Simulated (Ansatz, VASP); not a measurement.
**Two plane-wave programs on C**

```
C
1.0
    -1.03974    1.03974    1.03974
     1.03974   -1.03974    1.03974
     1.03974    1.03974   -1.03974
C
1
Direct
  0.00000 0.00000 0.00000
```

Change from the starting cell: volume scaled by 0.7, PAW files.

Alike in both runs: task single point; functional PBEsol; k mesh 22 × 22 × 22; occupations fermi-dirac, width 0.08 eV; no spin polarisation.

```csv
,VASP,Ansatz
version,VASP 6.6.1,Ansatz 0.2.0
potentials or method,"VASP PAW PBE potentials, release 64 (C)","PAW with Ansatz's default frozen-core files, scalar-relativistic"
plane-wave cutoff (eV),520,420
valence electrons in the cell,4,4
```

```csv
,VASP,Ansatz,Ansatz less VASP
pressure (GPa),155.8,154.7,-1.16
```

VASP's potentials were made for PBE, not for PBEsol. Both programs put the cell under a high pressure, so it lies far from rest at this level.

Noted on VASP's run: the cell as given lies far from equilibrium.
